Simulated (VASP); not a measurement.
Wanted: the native input for a VASP 6.6.1 run.

| Item | Value |
| --- | --- |
| Task | relaxation of cell and atoms |
| Functional | PBEsol |
| Potentials or basis | VASP PAW PBE potentials, release 64 (Pd) |
| Cutoff | 600 eV |
| k mesh | 24 × 24 × 22 |
| Occupations | gaussian, width 0.1 eV |
| Spin | no spin polarisation |
| Dipole correction | no |
| Further INCAR settings | ALGO = Fast; EDIFF = 1e-07; IBRION = 2; EDIFFG = -0.01; NSW = 100; ISIF = 3 |

The structure of Pd lies in POSCAR:

```
Pd
1.0
    2.6468131506      0.0000000000      0.0000000000
   -1.3234065753      2.2922074275      0.0000000000
    0.0000000000      0.0000000000      2.5977068162
Pd
1
Direct
    0.0000000000      0.0000000000      0.0000000000
```

This isn't the form of Pd at room conditions, which is fcc.

These files were run (other wordings do the same):

INCAR

```
SYSTEM = Pd
ALGO = Fast
EDIFF = 1E-7
EDIFFG = -0.01
ENCUT = 600
GGA = PS
IBRION = 2
ISIF = 3
ISMEAR = 0
LASPH = .True.
LCHARG = .False.
LREAL = .False.
LWAVE = .False.
NELM = 60
NSW = 100
PREC = Accurate
SIGMA = 0.1
```

KPOINTS

```
k-points
0
Gamma
  24 24 22
  0 0 0
```

Potentials or basis: VASP PAW PBE potentials, release 64 (Pd).

Run with:

```console
$ cat potpaw_PBE.64/Pd/POTCAR > POTCAR
$ mpirun -np 1 vasp_std > vasp.out
```

Results of the run:

| Quantity | Value |
| --- | --- |
| Relaxed volume | 15.70 Å³/atom |
| Relaxed cell | a = 2.643 Å, b = 2.643 Å, c = 2.595 Å, α = 90.00°, β = 90.00°, γ = 120.00° |
| Space group after relaxing (to 0.1 Å) | P6/mmm (No. 191) |
| Energy gained by relaxing | 0.1 meV/atom |
| Ionic steps | 3 |
| Pressure after relaxing | 0.0 GPa |
| Band gap on the k mesh | zero (bands 5 and 6 overlap by 2.12 eV) |

Caveat: the PAW data sets were made with another functional, which shifts forces and pressure a little.

Run time: 2.5 min on 1 thread of AMD EPYC 9R45 96-Core Processor (Zen 5) (shared host), peak memory 0.23 GiB.
